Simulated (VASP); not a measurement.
# Sn (Fd-3m) in VASP: a series of runs

Runs on Sn. Level: RPBE. Tasks: single point.

Program: VASP 6.6.1. These are calculated values, not measurements. Logs are shortened: lines on timing, memory, paths and dates and some standing lists are left out, and cuts for length are marked.

## Step 1: The cell of the first run

Symmetry: Fd-3m, No. 227, cubic system. The conventional cell has a = 6.911 Å, b = 6.911 Å, c = 6.911 Å, α = 90.00°, β = 90.00°, γ = 90.00°. Within 3.9 Å of Sn (site symmetry -43m) lie 4 Sn at 2.99 Å.

This isn't the form of Sn at room conditions, which is tetragonal (white tin).

## Step 2: Single point, RPBE (41.25 Å³/atom)

INCAR reads:

```
  ALGO = Normal
  EDIFF = 1E-6
  ENCUT = 520
  GGA = RP
  ISIF = 2
  ISMEAR = -1
  LASPH = T
  LCHARG = F
  LREAL = F
  LWAVE = F
  NBANDS = 21
  NELM = 60
  PREC = Accurate
  SIGMA = 0.1
```

KPOINTS reads:

```
k-points
0
Gamma
  13 13 13
```

POSCAR reads:

```
Sn
1.0
    0.0000000000      3.4552689389      3.4552689389
    3.4552689389      0.0000000000      3.4552689389
    3.4552689389      3.4552689389      0.0000000000
Sn
2
Direct
    0.5000000000      0.5000000000      0.5000000000
    0.7500000000      0.7500000000      0.7500000000
```

Potentials or basis: VASP PAW PBE potentials, release 64 (Sn_d).

Command:

```console
$ cat potpaw_PBE.64/Sn_d/POTCAR > POTCAR
$ mpirun -np 1 vasp_std > vasp.out
```

OUTCAR:

```text
EDIFF = 1E-6
   ENCUT = 520
   GGA = RP
   ISIF = 2
   ISMEAR = -1
   LASPH = T
   LREAL = F
   NELM = 60
   PREC = Accurate

 ion  position               nearest neighbor table
   1  0.500  0.500  0.500-   2 2.99   2 2.99   2 2.99   2 2.99
   2  0.750  0.750  0.750-   1 2.99   1 2.99   1 2.99   1 2.99

  LATTYP: Found a face centered cubic cell.
 ALAT       =     6.9105378778

  Lattice vectors:

 A1 = (   0.0000000000,   3.4552689389,   3.4552689389)
 A2 = (   3.4552689389,   0.0000000000,   3.4552689389)
 A3 = (   3.4552689389,   3.4552689389,   0.0000000000)

Analysis of symmetry for initial positions (statically):
=====================================================================
 Subroutine PRICEL returns:
 Original cell was already a primitive cell.

 Routine SETGRP: Setting up the symmetry group for a
 face centered cubic supercell.

 Subroutine GETGRP returns: Found 48 space group operations
 (whereof 24 operations were pure point group operations)
 out of a pool of 48 trial point group operations.

The static configuration has the point symmetry T_d .
 The point group associated with its full space group is O_h .

Analysis of symmetry for dynamics (positions and initial velocities):
=====================================================================
 Subroutine PRICEL returns:
 Original cell was already a primitive cell.

 Routine SETGRP: Setting up the symmetry group for a
 face centered cubic supercell.

 Subroutine GETGRP returns: Found 48 space group operations
 (whereof 24 operations were pure point group operations)
 out of a pool of 48 trial point group operations.

The dynamic configuration has the point symmetry T_d .
 The point group associated with its full space group is O_h .

 Subroutine INISYM returns: Found 48 space group operations
 (whereof 24 operations are pure point group operations),
 and found     1 'primitive' translations

----------------------------------------------------------------------------------------

                                     Primitive cell

  volume of cell :      82.5041

  direct lattice vectors                    reciprocal lattice vectors
     0.000000000  3.455268939  3.455268939    -0.144706536  0.144706536  0.144706536
     3.455268939  0.000000000  3.455268939     0.144706536 -0.144706536  0.144706536
     3.455268939  3.455268939  0.000000000     0.144706536  0.144706536 -0.144706536

  length of vectors
     4.886488195  4.886488195  4.886488195     0.250639073  0.250639073  0.250639073

  position of ions in fractional coordinates (direct lattice)
     0.500000000  0.500000000  0.500000000
     0.750000000  0.750000000  0.750000000

  ion indices of the primitive-cell ions
   primitive index   ion index
                 1           1
                 2           2

----------------------------------------------------------------------------------------

 KPOINTS: k-points

Automatic generation of k-mesh.
 Grid dimensions read from file:
 generate k-points for:   13   13   13

 Generating k-lattice:

  Cartesian coordinates                     Fractional coordinates (reciprocal lattice)
    -0.011131272  0.011131272  0.011131272     0.076923077  0.000000000  0.000000000
     0.011131272 -0.011131272  0.011131272     0.000000000  0.076923077  0.000000000
     0.011131272  0.011131272 -0.011131272     0.000000000  0.000000000  0.076923077

  Length of vectors
     0.019279929  0.019279929  0.019279929

  Shift w.r.t. Gamma in fractional coordinates (k-lattice)
     0.000000000  0.000000000  0.000000000

 Subroutine IBZKPT returns following result:
 ===========================================

 Found     84 irreducible k-points:

 Following reciprocal coordinates:
            Coordinates               Weight
  0.000000  0.000000  0.000000      1.000000
  0.076923  0.000000  0.000000      8.000000
  0.153846  0.000000  0.000000      8.000000
  0.230769  0.000000  0.000000      8.000000
  0.307692  0.000000  0.000000      8.000000
  0.384615  0.000000  0.000000      8.000000
[... 16 lines left out ...]
  0.384615  0.153846  0.000000     24.000000
  0.461538  0.153846  0.000000     24.000000
 [... further k-points ...]
   k-points           NKPTS =     84   k-points in BZ     NKDIM =     84   number of bands    NBANDS=     21
   number of dos      NEDOS =    301   number of ions     NIONS =      2
   total plane-waves  NPLWV =  46656
   dimension x,y,z NGX =    36 NGY =   36 NGZ =   36
   dimension x,y,z NGXF=    72 NGYF=   72 NGZF=   72
   ions per type =               2
   NGX,Y,Z   is equivalent  to a cutoff of  12.25, 12.25, 12.25 a.u.
   NGXF,Y,Z  is equivalent  to a cutoff of  24.50, 24.50, 24.50 a.u.
 SYSTEM =  unknown system
   PREC   = accura    normal or accurate (medium, high low for compatibility)
   ISTART =      0    job   : 0-new  1-cont  2-samecut
   ICHARG =      2    charge: 1-file 2-atom 10-const
   ISPIN  =      1    spin polarized calculation?
   LNONCOLLINEAR =      F non collinear calculations
   LSORBIT =      F    spin-orbit coupling
   LASPH  =      T    aspherical Exc in radial PAW
   ENCUT  =  520.0 eV  38.22 Ry    6.18 a.u.   9.09  9.09  9.09*2*pi/ulx,y,z
   NELM   =     60;   NELMIN=  2; NELMDL= -5     # of ELM steps
   EDIFF  = 0.1E-05   stopping-criterion for ELM
   LREAL  =      F    real-space projection
   EDIFFG = 0.1E-04   stopping-criterion for IOM
   NSW    =      0    number of steps for IOM
   IBRION =     -1    ionic relax: 0-MD 1-quasi-New 2-CG
   NFREE  =      0    steps in history (QN), initial steepest desc. (CG)
   ISIF   =      2    stress and relaxation
   ISYM   =      2    0-nonsym 1-usesym 2-fastsym
   POTIM  = 0.5000    time-step for ionic-motion
   TEBEG  =    0.0;   TEEND  =   0.0 temperature during run
   PSTRESS=    0.0 pullay stress
   NELECT =      28.0000    total number of electrons
   NUPDOWN=      -1.0000    fix difference up-down
   EMIN   =  10.00;   EMAX   =-10.00  energy-range for DOS
   EFERMI =   0.00;   METHOD = LEGACY
   ISMEAR =    -1;   SIGMA  =   0.10  broadening in eV -4-tet -1-fermi 0-gaus
   EFERMI_NEDOS =   21; number of points for ismear=-14 and -15
   IALGO  =     38    algorithm
   IMIX   =      4    mixing-type and parameters
     AMIX     =   0.40;   BMIX     =  1.00
     AMIX_MAG =   1.60;   BMIX_MAG =  1.00
  volume/ion in A,a.u.               =      41.25       278.38
  Fermi-wavevector in a.u.,A,eV,Ry     =   1.141920  2.157916 17.741740  1.303981
  Thomas-Fermi vector in A             =   2.278619
   LORBIT       =      0    0 simple, 1 ext, 2 COOP (PROOUT), +10 PAW based schemes
   GGA     = RP    functional components
   LHFCALC =     F    Hartree Fock is set to
   AEXX    =    0.0000 exact exchange contribution
   IVDW    =     0    specifies the selected vdW correction
   LEPSILON=     F    determine dielectric tensor
   LRPA    =     F    only Hartree local field effects (RPA)
 non-spin polarized calculation
  energy-cutoff  :      520.00
  volume of cell :       82.50
 maximum number of plane-waves:      2238
   NGX = 19   NGY = 19   NGZ = 19

 number of electron      27.9999982 magnetization

 Free energy of the ion-electron system (eV)
  ---------------------------------------------------
  ext. energy  EPLUGINS =         0.00000000
  ---------------------------------------------------
  free energy    TOTEN  =        -6.99930205 eV

  energy without entropy =       -6.99023718  energy(sigma->0) =       -6.99476962

 E-fermi :   3.9601     XC(G=0):  -7.8808

 val. band max:        3.9512806782   @ k =  -0.0769   0.0769   0.0000
 cond. band min:       3.9632643737   @ k =   0.0769   0.0000   0.0000
 fundamental gap:      0.0119836955
 Fermi energy:         3.9600654356

 k-point     1 :       0.0000    0.0000    0.0000
  band No.  band energies     occupation
      1     -17.4937      2.00000
      2     -17.4937      2.00000
      3     -17.4937      2.00000
      4     -17.4575      2.00000
      5     -17.4575      2.00000
      6     -17.2785      2.00000
[... 13 lines left out ...]
     20      11.4717      0.00000
     21      11.4717      0.00000

 k-point     2 :       0.0769    0.0000    0.0000
  band No.  band energies     occupation
      1     -17.4964      2.00000
      2     -17.4964      2.00000
      3     -17.4927      2.00000
      4     -17.4538      2.00000
      5     -17.4538      2.00000
      6     -17.2859      2.00000
[... 13 lines left out ...]
     20      11.1361      0.00000
     21      11.1361      0.00000

 k-point     3 :       0.1538    0.0000    0.0000
  band No.  band energies     occupation
      1     -17.5020      2.00000
      2     -17.5020      2.00000
      3     -17.4900      2.00000
      4     -17.4457      2.00000
      5     -17.4457      2.00000
      6     -17.2954      2.00000
[... 13 lines left out ...]
     20      10.7739      0.00000
     21      10.7739      0.00000

 k-point     4 :       0.2308    0.0000    0.0000
  band No.  band energies     occupation
      1     -17.5074      2.00000
      2     -17.5074      2.00000
      3     -17.4861      2.00000
      4     -17.4370      2.00000
      5     -17.4370      2.00000
      6     -17.3039      2.00000
[... 13 lines left out ...]
     20      10.6648      0.00000
     21      10.6648      0.00000

 k-point     5 :       0.3077    0.0000    0.0000
  band No.  band energies     occupation
      1     -17.5115      2.00000
      2     -17.5115      2.00000
      3     -17.4818      2.00000
      4     -17.4296      2.00000
      5     -17.4296      2.00000
      6     -17.3105      2.00000
[... 13 lines left out ...]
     20      10.8824      0.00000
     21      10.8824      0.00000
[... 382 lines left out ...]
     20      10.7709      0.00000
     21      11.6755      0.00000

 k-point    22 :       0.3077    0.1538    0.0000
  band No.  band energies     occupation
      1     -17.5158      2.00000
      2     -17.5101      2.00000
      3     -17.4836      2.00000
      4     -17.4320      2.00000
      5     -17.4127      2.00000
      6     -17.3372      2.00000
[... 13 lines left out ...]
     20      11.2309      0.00000
     21      11.7311      0.00000

 k-point    23 :       0.3846    0.1538    0.0000
  band No.  band energies     occupation
      1     -17.5220      2.00000
      2     -17.5141      2.00000
      3     -17.4738      2.00000
      4     -17.4239      2.00000
      5     -17.4071      2.00000
      6     -17.3416      2.00000
[... 13 lines left out ...]
     20      11.3367      0.00000
     21      12.0800      0.00000

 k-point    24 :       0.4615    0.1538    0.0000
  band No.  band energies     occupation
      1     -17.5262      2.00000
      2     -17.5171      2.00000
      3     -17.4648      2.00000
      4     -17.4167      2.00000
      5     -17.4065      2.00000
      6     -17.3403      2.00000
[... 13 lines left out ...]
     20      11.8043      0.00000
     21      12.4867      0.00000

 [... further k-points ...]

------------------------ aborting loop because EDIFF is reached ----------------------------------------

  FORCE on cell =-STRESS in cart. coord.  units (eV):
  Direction    XX          YY          ZZ          XY          YZ          ZX
  --------------------------------------------------------------------------------------
  -------------------------------------------------------------------------------------
  Total       -1.0690402     -1.0690402     -1.0690402      0.0000000     -0.0000000      0.0000000
  in kB      -20.7600817    -20.7600817    -20.7600817      0.0000000     -0.0000000      0.0000000
  external PRESSURE =     -20.7600817 kB  Pullay stress =       0.0000000 kB

 VOLUME and BASIS-vectors are now :
 -----------------------------------------------------------------------------
  energy-cutoff  :      520.00
  volume of cell :       82.50
      direct lattice vectors                 reciprocal lattice vectors
     0.000000000  3.455268939  3.455268939    -0.144706536  0.144706536  0.144706536
     3.455268939  0.000000000  3.455268939     0.144706536 -0.144706536  0.144706536
     3.455268939  3.455268939  0.000000000     0.144706536  0.144706536 -0.144706536

 POSITION                                       TOTAL-FORCE (eV/Angst)
 -----------------------------------------------------------------------------------
      3.45527      3.45527      3.45527         0.000000      0.000000      0.000000
      5.18290      5.18290      5.18290        -0.000000     -0.000000     -0.000000
 -----------------------------------------------------------------------------------
    total drift:                                0.000000      0.000000      0.000000

  FREE ENERGIE OF THE ION-ELECTRON SYSTEM (eV)
  ---------------------------------------------------
  free  energy   TOTEN  =        -6.9993020504 eV

  energy  without entropy=       -6.9902371844  energy(sigma->0) =       -6.99476962
```

Run time: 77 s. Hardware: 1 thread of AMD EPYC 9R45 (Zen 5), shared host; peak memory 0.24 GiB.

What came out:

| Quantity | Value |
| --- | --- |
| Free energy | -6.9993 eV |
| Pressure | -2.1 GPa |
| Band gap on the k mesh | zero (bands 14 and 15 overlap by 0.31 eV) |

Caveat: the PAW data sets were made with another functional, which shifts forces and pressure a little; spin-orbit coupling is left out, which moves the levels of the heavy elements.

## Step 3: Single point, RPBE (42.78 Å³/atom)

This run uses another cell than the first one, of 42.78 Å³/atom.

INCAR reads:

```
SYSTEM = Sn
ALGO     = Normal         ! electronic algorithm
EDIFF    = 1E-6           ! SCF threshold, eV
ENCUT    = 520            ! plane-wave cutoff, eV
GGA      = RP             ! functional
ISIF     = 2              ! what is computed and relaxed
ISMEAR   = -1             ! smearing method
LASPH    = .True.         ! aspherical terms in the spheres
LCHARG   = .False.        ! write CHGCAR
LREAL    = .False.        ! projectors in reciprocal space
LWAVE    = .False.        ! write WAVECAR
NBANDS   = 21             ! bands
NELM     = 80             ! most SCF steps
PREC     = Accurate       ! precision mode
SIGMA    = 0.1            ! smearing width, eV
```

KPOINTS reads:

```
k-points
0
Gamma
  13 13 13
  0 0 0
```

POSCAR reads:

```
Sn
1.0
    0.0000000000      3.4974105182      3.4974105182
    3.4974105182      0.0000000000      3.4974105182
    3.4974105182      3.4974105182      0.0000000000
Sn
2
Direct
    0.5000000000      0.5000000000      0.5000000000
    0.7500000000      0.7500000000      0.7500000000
```

Potentials or basis: VASP PAW PBE potentials, release 64 (Sn_d).

Command:

```console
$ cat potpaw_PBE.64/Sn_d/POTCAR > POTCAR
$ mpirun -np 1 vasp_std > vasp.out
```

Wall time 92 s (1 thread of AMD EPYC 9R45 (Zen 5), shared host); peak memory 0.27 GiB.

The run converged. Its results:

* Free energy: -6.9535 eV
* Pressure: -2.8 GPa
* Band gap on the k mesh: zero (bands 14 and 15 overlap by 0.36 eV)

Levels at points of the mesh, in eV from the Fermi level:
| k point | band 12 | band 13 | band 14 | band 15 | band 16 | band 17 |
| --- | --- | --- | --- | --- | --- | --- |
| (0.00, 0.00, 0.00) | -1.99 | 0.10 | 0.10 | 0.10 | 2.12 | 2.12 |

Caveat: the PAW data sets were made with another functional, which shifts forces and pressure a little; spin-orbit coupling is left out, which moves the levels of the heavy elements.
